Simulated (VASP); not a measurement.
C: single point with r2SCAN

C:

```
CELL_PARAMETERS angstrom
0.00000 1.78012 1.83353
1.78012 0.00000 1.83353
1.78012 1.78012 0.00000
ATOMIC_POSITIONS crystal
C 0.00000 0.00000 0.00000
C 0.25000 0.25000 0.25000
```

This cell differs from its parent crystal: uniaxial z strain +3.0%.

| Quantity | Value |
| --- | --- |
| Program | VASP 6.6.1 |
| Task | single point |
| Functional | r2SCAN |
| Potentials or basis | VASP PAW PBE potentials, release 64 (C) |
| Cutoff | 520 eV |
| k mesh | 12 × 12 × 12 |
| Occupations | gaussian, width 0.01 eV |
| Spin | no spin polarisation |
| Dipole correction | no |
| Further INCAR settings | ALGO = Normal; EDIFF = 1e-06; NBANDS = 11 |

* Pressure: -11.6 GPa
* Band gap on the k mesh: 3.90 eV, indirect (least direct gap 5.49 eV)

Stress tensor (GPa, compression positive):
```
 -1.84   0.00   0.00
  0.00  -1.84   0.00
  0.00   0.00 -31.00
```

Levels at points of the mesh, in eV from the valence-band top:
```
           k point  band 1  band 2  band 3  band 4  band 5  band 6  band 7  band 8  band 9
(0.00, 0.00, 0.00)  -22.52   -0.47    0.00    0.00    5.49    5.49    5.88   13.07   19.92
(0.50, 0.00, 0.00)  -16.71  -13.93   -3.35   -2.79    7.99    8.73    9.13   16.31   22.66
(0.50, 0.50, 0.00)  -13.87  -13.87   -6.36   -6.36    5.26    5.26   17.22   17.22   23.69
(0.50, 0.00, 0.50)  -13.41  -13.41   -6.81   -6.81    4.56    4.56   17.34   17.34   24.10
```

It took 77 s on 1 thread of Intel(R) Xeon(R) Platinum 8488C (Sapphire Rapids), on a shared host, peak memory 0.13 GiB.

Caveat: the cell differs from its parent crystal (uniaxial z strain +3.0%); the PAW data sets were made with another functional, which shifts forces and pressure a little. A k mesh can miss the band edges.
